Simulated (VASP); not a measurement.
Here is a VASP 6.6.1 calculation.

File INCAR:

```
PREC = Accurate
ENCUT = 520
EDIFF = 1E-6
ISMEAR = 0
SIGMA = 0.2
LREAL = False
LASPH = True
NELM = 80
ALGO = Normal
ISIF = 2
LWAVE = False
LCHARG = False
GGA = PE
NBANDS = 16
```

File KPOINTS:

```
regular mesh
0
Gamma
  16 16 14
```

Contents of POSCAR:

```
ZrB2
1.0
    3.1716922076      0.0000000000      0.0000000000
   -1.5858461038      2.7467660248      0.0000000000
    0.0000000000      0.0000000000      3.5408634610
Zr B
1 2
Direct
    0.0000000000      0.0000000000      0.0000000000
    0.3333333333      0.6666666667      0.5000000000
    0.6666666667      0.3333333333      0.5000000000
```

Potentials or basis: VASP PAW PBE potentials, release 64 (Zr_sv, B).

Command:

```bash
$ cat potpaw_PBE.64/Zr_sv/POTCAR potpaw_PBE.64/B/POTCAR > POTCAR
$ mpirun -np 1 vasp_std > vasp.out
```

(1) Predict the pressure.

(2) Estimate the band gap on the k mesh.

## Answers

(1) 0.1 GPa.

(2) zero (bands 9 and 10 overlap by 1.06 eV).
